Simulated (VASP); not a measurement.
The system is Hg.

```
Hg
1.0
     1.72900    0.99824    2.22800
    -1.72900    0.99824    2.22800
     0.00000   -1.99648    2.22800
Hg
1
Direct
  0.00000 0.00000 0.00000
```

| Property | Result |
| --- | --- |
| Program | VASP 6.6.1 |
| Task | relaxation of cell and atoms |
| Functional | PBEsol |
| Potentials or basis | VASP PAW PBE potentials, release 64 (Hg) |
| Cutoff | 600 eV |
| k mesh | 11 × 11 × 11 |
| Occupations | fermi-dirac, width 0.1 eV |
| Spin | no spin polarisation |

At the start: pressure 1.6 GPa; volume 23.07 Å³/atom.

Where does the relaxation end?

Over 7 steps the energy falls by 5.5 meV/atom and the volume is 24.16 Å³/atom (+4.7 %); space group R-3m (No. 166, to 0.1 Å) before and after.

The path:
| step | energy change (eV) | largest force (eV/Å) | pressure (GPa) | volume (Å³) |
| --- | --- | --- | --- | --- |
| 1 | 0.0000 | 0.0000 | 1.63 | 23.07 |
| 2 | -0.0040 | 0.0000 | 0.05 | 23.86 |
| 3 | -0.0040 | 0.0000 | 0.00 | 23.90 |
| 4 | -0.0044 | 0.0000 | 0.00 | 23.94 |
| 5 | -0.0052 | 0.0000 | 0.00 | 24.05 |
| 6 | -0.0051 | 0.0000 | 0.00 | 24.26 |
| 7 | -0.0055 | 0.0000 | -0.01 | 24.16 |

Final structure:
```cif
data_structure
_symmetry_space_group_name_H-M 'P 1'
_symmetry_Int_Tables_number 1
_cell_length_a 3.0123
_cell_length_b 3.0123
_cell_length_c 3.0123
_cell_angle_alpha 72.420
_cell_angle_beta 72.420
_cell_angle_gamma 72.420
_cell_volume 24.16
loop_
_atom_site_label
_atom_site_type_symbol
_atom_site_fract_x
_atom_site_fract_y
_atom_site_fract_z
_atom_site_occupancy
Hg1 Hg 0.00000 0.00000 0.00000 1
```

Caveat: the PAW data sets were made with another functional, which shifts forces and pressure a little.
